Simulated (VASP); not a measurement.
# Hf (Im-3m) in VASP: notebook

The runs below take Hf through single point, with PBE.

All numbers are computed with VASP 6.6.1; they aren't measurements. Logs are shortened: lines on timing, memory, paths and dates and some standing lists are left out, and cuts for length are marked.

## Step 1: The cell of the first run

Symmetry: Im-3m, No. 229, cubic system. The conventional cell has a = 2.614 Å, b = 2.614 Å, c = 2.614 Å, α = 90.00°, β = 90.00°, γ = 90.00°. Hf (site symmetry m-3m) has 14 Hf at 2.26 to 2.61 Å within 3.0 Å.

## Step 2: Single point, PBE (volume scaled by 0.4)

INCAR reads:

```
PREC     = Accurate       # precision mode
ENCUT    = 520            # plane-wave cutoff, eV
EDIFF    = 1E-6           # SCF threshold, eV
ISMEAR   = -1             # smearing method
SIGMA    = 0.08           # smearing width, eV
LREAL    = F              # projectors in reciprocal space
LASPH    = T              # aspherical terms in the spheres
NELM     = 80             # most SCF steps
ALGO     = Normal         # electronic algorithm
ISIF     = 2              # what is computed and relaxed
LWAVE    = F              # write WAVECAR
LCHARG   = F              # write CHGCAR
GGA      = PE             # functional
NBANDS   = 11             # bands
```

KPOINTS reads:

```
Automatic mesh
0
Gamma
  17 17 17
```

POSCAR reads:

```
Hf
1.0
   -1.3071247042      1.3071247042      1.3071247042
    1.3071247042     -1.3071247042      1.3071247042
    1.3071247042      1.3071247042     -1.3071247042
Hf
1
Direct
    0.0000000000      0.0000000000      0.0000000000
```

Potentials or basis: VASP PAW PBE potentials, release 64 (Hf_pv).

Launch:

```sh
$ cat potpaw_PBE.64/Hf_pv/POTCAR > POTCAR
$ mpirun -np 1 vasp_std > vasp.out
```

OUTCAR:

```text
PREC = Accurate
   ENCUT = 520
   EDIFF = 1E-6
   ISMEAR = -1
   LREAL = F
   LASPH = T
   NELM = 80
   ISIF = 2
   GGA = PE

 ion  position               nearest neighbor table
   1  0.000  0.000  0.000-

  LATTYP: Found a body centered cubic cell.
 ALAT       =     2.6142494084

  Lattice vectors:

 A1 = (  -1.3071247042,   1.3071247042,   1.3071247042)
 A2 = (   1.3071247042,  -1.3071247042,   1.3071247042)
 A3 = (   1.3071247042,   1.3071247042,  -1.3071247042)

Analysis of symmetry for initial positions (statically):
=====================================================================
 Subroutine PRICEL returns:
 Original cell was already a primitive cell.

 Routine SETGRP: Setting up the symmetry group for a
 body centered cubic supercell.

 Subroutine GETGRP returns: Found 48 space group operations
 (whereof 48 operations were pure point group operations)
 out of a pool of 48 trial point group operations.

The static configuration has the point symmetry O_h .

Analysis of symmetry for dynamics (positions and initial velocities):
=====================================================================
 Subroutine PRICEL returns:
 Original cell was already a primitive cell.

 Routine SETGRP: Setting up the symmetry group for a
 body centered cubic supercell.

 Subroutine GETGRP returns: Found 48 space group operations
 (whereof 48 operations were pure point group operations)
 out of a pool of 48 trial point group operations.

The dynamic configuration has the point symmetry O_h .

 Subroutine INISYM returns: Found 48 space group operations
 (whereof 48 operations are pure point group operations),
 and found     1 'primitive' translations

----------------------------------------------------------------------------------------

                                     Primitive cell

  volume of cell :       8.9333

  direct lattice vectors                    reciprocal lattice vectors
    -1.307124704  1.307124704  1.307124704     0.000000000  0.382518973  0.382518973
     1.307124704 -1.307124704  1.307124704     0.382518973  0.000000000  0.382518973
     1.307124704  1.307124704 -1.307124704     0.382518973  0.382518973  0.000000000

  length of vectors
     2.264006400  2.264006400  2.264006400     0.540963520  0.540963520  0.540963520

  position of ions in fractional coordinates (direct lattice)
     0.000000000  0.000000000  0.000000000

  ion indices of the primitive-cell ions
   primitive index   ion index
                 1           1

----------------------------------------------------------------------------------------

 KPOINTS: Automatic mesh

Automatic generation of k-mesh.
 Grid dimensions read from file:
 generate k-points for:   17   17   17

 Generating k-lattice:

  Cartesian coordinates                     Fractional coordinates (reciprocal lattice)
     0.000000000  0.022501116  0.022501116     0.058823529  0.000000000  0.000000000
     0.022501116  0.000000000  0.022501116     0.000000000  0.058823529  0.000000000
     0.022501116  0.022501116  0.000000000     0.000000000  0.000000000  0.058823529

  Length of vectors
     0.031821384  0.031821384  0.031821384

  Shift w.r.t. Gamma in fractional coordinates (k-lattice)
     0.000000000  0.000000000  0.000000000

 Subroutine IBZKPT returns following result:
 ===========================================

 Found    165 irreducible k-points:

 Following reciprocal coordinates:
            Coordinates               Weight
  0.000000  0.000000  0.000000      1.000000
  0.058824  0.000000  0.000000     12.000000
  0.117647  0.000000  0.000000     12.000000
  0.176471  0.000000  0.000000     12.000000
  0.235294  0.000000  0.000000     12.000000
  0.294118  0.000000  0.000000     12.000000
[... 16 lines left out ...]
  0.411765  0.117647  0.000000     48.000000
  0.176471  0.176471  0.000000     24.000000
 [... further k-points ...]
   k-points           NKPTS =    165   k-points in BZ     NKDIM =    165   number of bands    NBANDS=     11
   number of dos      NEDOS =    301   number of ions     NIONS =      1
   total plane-waves  NPLWV =   5832
   dimension x,y,z NGX =    18 NGY =   18 NGZ =   18
   dimension x,y,z NGXF=    36 NGYF=   36 NGZF=   36
   ions per type =               1
   NGX,Y,Z   is equivalent  to a cutoff of  13.22, 13.22, 13.22 a.u.
   NGXF,Y,Z  is equivalent  to a cutoff of  26.43, 26.43, 26.43 a.u.
 SYSTEM =  unknown system
   PREC   = accura    normal or accurate (medium, high low for compatibility)
   ISTART =      0    job   : 0-new  1-cont  2-samecut
   ICHARG =      2    charge: 1-file 2-atom 10-const
   ISPIN  =      1    spin polarized calculation?
   LNONCOLLINEAR =      F non collinear calculations
   LSORBIT =      F    spin-orbit coupling
   LASPH  =      T    aspherical Exc in radial PAW
   ENCUT  =  520.0 eV  38.22 Ry    6.18 a.u.   4.21  4.21  4.21*2*pi/ulx,y,z
   NELM   =     80;   NELMIN=  2; NELMDL= -5     # of ELM steps
   EDIFF  = 0.1E-05   stopping-criterion for ELM
   LREAL  =      F    real-space projection
   EDIFFG = 0.1E-04   stopping-criterion for IOM
   NSW    =      0    number of steps for IOM
   IBRION =     -1    ionic relax: 0-MD 1-quasi-New 2-CG
   NFREE  =      0    steps in history (QN), initial steepest desc. (CG)
   ISIF   =      2    stress and relaxation
   ISYM   =      2    0-nonsym 1-usesym 2-fastsym
   POTIM  = 0.5000    time-step for ionic-motion
   TEBEG  =    0.0;   TEEND  =   0.0 temperature during run
   PSTRESS=    0.0 pullay stress
   NELECT =      10.0000    total number of electrons
   NUPDOWN=      -1.0000    fix difference up-down
   EMIN   =  10.00;   EMAX   =-10.00  energy-range for DOS
   EFERMI =   0.00;   METHOD = LEGACY
   ISMEAR =    -1;   SIGMA  =   0.08  broadening in eV -4-tet -1-fermi 0-gaus
   EFERMI_NEDOS =   21; number of points for ismear=-14 and -15
   IALGO  =     38    algorithm
   IMIX   =      4    mixing-type and parameters
     AMIX     =   0.40;   BMIX     =  1.00
     AMIX_MAG =   1.60;   BMIX_MAG =  1.00
  volume/ion in A,a.u.               =       8.93        60.28
  Fermi-wavevector in a.u.,A,eV,Ry     =   1.699826  3.212205 39.312790  2.889409
  Thomas-Fermi vector in A             =   2.780073
   LORBIT       =      0    0 simple, 1 ext, 2 COOP (PROOUT), +10 PAW based schemes
   GGA     = PE    functional components
   LHFCALC =     F    Hartree Fock is set to
   AEXX    =    0.0000 exact exchange contribution
   IVDW    =     0    specifies the selected vdW correction
   LEPSILON=     F    determine dielectric tensor
   LRPA    =     F    only Hartree local field effects (RPA)
 non-spin polarized calculation
  energy-cutoff  :      520.00
  volume of cell :        8.93
 maximum number of plane-waves:       247
 NGX is ok and might be reduce to    18
   NGX =  9   NGY =  9   NGZ =  9

 number of electron      10.0000000 magnetization

 number of electron       9.9999998 magnetization

 Free energy of the ion-electron system (eV)
  ---------------------------------------------------
  ext. energy  EPLUGINS =         0.00000000
  ---------------------------------------------------
  free energy    TOTEN  =        -0.57325999 eV

  energy without entropy =       -0.56772490  energy(sigma->0) =       -0.57049244

 E-fermi :  13.1441     XC(G=0): -16.2567

 val. band max:       13.1365118887   @ k =  -0.2353   0.2353   0.1176
 cond. band min:      13.1729908772   @ k =   0.1176   0.0000   0.0000
 fundamental gap:      0.0364789885
 Fermi energy:        13.1441371070

 k-point     1 :       0.0000    0.0000    0.0000
  band No.  band energies     occupation
      1     -12.9428      2.00000
      2     -12.9428      2.00000
      3     -12.9428      2.00000
      4       6.5357      2.00000
      5      14.2436      0.00000
      6      14.2436      0.00000
      7      14.2436      0.00000
      8      20.5614      0.00000
      9      20.5614      0.00000
     10      28.3776      0.00000
     11      31.6833      0.00000

 k-point     2 :       0.0588    0.0000    0.0000
  band No.  band energies     occupation
      1     -13.4064      2.00000
      2     -13.0637      2.00000
      3     -12.9548      2.00000
      4       7.0113      2.00000
      5      13.9463      0.00009
      6      14.1972      0.00000
      7      14.6672      0.00000
      8      19.9627      0.00000
      9      20.5146      0.00000
     10      28.3718      0.00000
     11      32.1129      0.00000

 k-point     3 :       0.1176    0.0000    0.0000
  band No.  band energies     occupation
      1     -14.6300      2.00000
      2     -13.3973      2.00000
      3     -12.9893      2.00000
      4       8.1156      2.00000
      5      13.1730      0.82159
      6      14.0516      0.00002
      7      15.9040      0.00000
      8      19.1036      0.00000
      9      20.4401      0.00000
     10      28.3557      0.00000
     11      33.2928      0.00000

 k-point     4 :       0.1765    0.0000    0.0000
  band No.  band energies     occupation
      1     -16.2708      2.00000
      2     -13.8711      2.00000
      3     -13.0423      2.00000
      4       8.8556      2.00000
      5      12.1643      1.99999
      6      14.2897      0.00000
      7      17.8659      0.00000
      8      19.0507      0.00000
      9      20.4735      0.00000
     10      28.3309      0.00000
     11      34.8895      0.00000

 k-point     5 :       0.2353    0.0000    0.0000
  band No.  band energies     occupation
      1     -18.0194      2.00000
      2     -14.3989      2.00000
      3     -13.1073      2.00000
      4       8.3888      2.00000
      5      11.1275      2.00000
      6      15.6692      0.00000
      7      19.9105      0.00000
      8      20.4368      0.00000
      9      20.7305      0.00000
     10      28.3009      0.00000
     11      36.0782      0.00000
[... 211 lines left out ...]
 k-point    21 :       0.2941    0.1176   -0.0000
  band No.  band energies     occupation
      1     -20.8982      2.00000
      2     -15.8873      2.00000
      3     -13.7413      2.00000
      4       7.4891      2.00000
      5      10.1428      2.00000
      6      17.3264      0.00000
      7      21.1860      0.00000
      8      24.1111      0.00000
      9      28.2242      0.00000
     10      28.8470      0.00000
     11      34.4988      0.00000

 k-point    22 :       0.3529    0.1176    0.0000
  band No.  band energies     occupation
      1     -21.7325      2.00000
      2     -16.2913      2.00000
      3     -13.8092      2.00000
      4       6.8065      2.00000
      5       9.7645      2.00000
      6      18.7678      0.00000
      7      22.1247      0.00000
      8      25.3085      0.00000
      9      28.2087      0.00000
     10      31.1334      0.00000
     11      33.6938      0.00000

 k-point    23 :       0.4118    0.1176    0.0000
  band No.  band energies     occupation
      1     -22.1698      2.00000
      2     -16.5004      2.00000
      3     -13.8453      2.00000
      4       6.4512      2.00000
      5       9.5740      2.00000
      6      20.1223      0.00000
      7      21.5866      0.00000
      8      26.7186      0.00000
      9      28.1880      0.00000
     10      32.0146      0.00000
     11      33.8450      0.00000

 k-point    24 :       0.1765    0.1765    0.0000
  band No.  band energies     occupation
      1     -19.4703      2.00000
      2     -15.4031      2.00000
      3     -13.7756      2.00000
      4       9.1182      2.00000
      5      11.2425      2.00000
      6      14.6237      0.00000
      7      18.6344      0.00000
      8      23.6603      0.00000
      9      25.8842      0.00000
     10      28.2660      0.00000
     11      37.4350      0.00000

 [... further k-points ...]
[... 5 lines left out ...]
  --------------------------------------------------------------------------------------
  -------------------------------------------------------------------------------------
  Total       26.6067732     26.6067732     26.6067732     -0.0000000      0.0000000      0.0000000
  in kB     4771.9043581   4771.9043581   4771.9043581     -0.0000000      0.0000000      0.0000000
  external PRESSURE =    4771.9043581 kB  Pullay stress =       0.0000000 kB

 VOLUME and BASIS-vectors are now :
 -----------------------------------------------------------------------------
  energy-cutoff  :      520.00
  volume of cell :        8.93
      direct lattice vectors                 reciprocal lattice vectors
    -1.307124704  1.307124704  1.307124704     0.000000000  0.382518973  0.382518973
     1.307124704 -1.307124704  1.307124704     0.382518973  0.000000000  0.382518973
     1.307124704  1.307124704 -1.307124704     0.382518973  0.382518973  0.000000000

 POSITION                                       TOTAL-FORCE (eV/Angst)
 -----------------------------------------------------------------------------------
      0.00000      0.00000      0.00000         0.000000      0.000000      0.000000
 -----------------------------------------------------------------------------------
    total drift:                                0.000000      0.000000      0.000000

  FREE ENERGIE OF THE ION-ELECTRON SYSTEM (eV)
  ---------------------------------------------------
  free  energy   TOTEN  =        -0.5732599878 eV

  energy  without entropy=       -0.5677248964  energy(sigma->0) =       -0.57049244
```

Run time: 8.2 s. Hardware: 1 thread of Intel Xeon 6975P-C, shared host; peak memory 0.13 GiB.

What came out:

```
Free energy            : -0.5733 eV
Pressure               : 477.2 GPa
Band gap on the k mesh : zero (band 5 reaches 15.84 eV, above the bottom of band 6 at 11.63 eV)
```

Levels at points of the mesh, in eV from the Fermi level:
| k point | band 3 | band 4 | band 5 | band 6 | band 7 | band 8 |
| --- | --- | --- | --- | --- | --- | --- |
| (0.00, 0.00, 0.00) | -26.09 | -6.61 | 1.10 | 1.10 | 1.10 | 7.42 |

Caveat: spin-orbit coupling is left out, which moves the levels of the heavy elements.

## Step 3: Single point, PBE (volume scaled by 0.4)

INCAR reads:

```
SYSTEM = Hf
PREC     = Accurate       ! precision mode
ENCUT    = 520            ! plane-wave cutoff, eV
EDIFF    = 1E-6           ! SCF threshold, eV
ISMEAR   = -1             ! smearing method
SIGMA    = 0.08           ! smearing width, eV
LREAL    = .False.        ! projectors in reciprocal space
LASPH    = .True.         ! aspherical terms in the spheres
NELM     = 100            ! most SCF steps
ALGO     = Normal         ! electronic algorithm
ISIF     = 2              ! what is computed and relaxed
LWAVE    = .False.        ! write WAVECAR
LCHARG   = .False.        ! write CHGCAR
GGA      = PE             ! functional
NBANDS   = 11             ! bands
```

KPOINTS reads:

```
regular mesh
0
Gamma
  17 17 17
  0 0 0
```

POSCAR is that of step 2.

Potentials or basis: VASP PAW PBE potentials, release 64 (Hf_pv).

Launch:

```sh
$ cat potpaw_PBE.64/Hf_pv/POTCAR > POTCAR
$ mpirun -np 1 vasp_std > vasp.out
```

Run time: 8.7 s. Hardware: 1 thread of Intel Xeon 6975P-C, shared host; peak memory 0.13 GiB.

It converged, with:

```yaml
Free_energy: -0.5733 eV
Pressure: 477.2 GPa
Band_gap_on_the_k_mesh: zero (band 5 reaches 15.84 eV, above the bottom of band 6 at 11.63 eV)
```

Levels at points of the mesh, in eV from the Fermi level:
```tsv
k point	band 3	band 4	band 5	band 6	band 7	band 8
(0.00, 0.00, 0.00)	-26.09	-6.61	1.10	1.10	1.10	7.42
```

Caveat: spin-orbit coupling is left out, which moves the levels of the heavy elements.

(Part 1 of 2 ends here.)
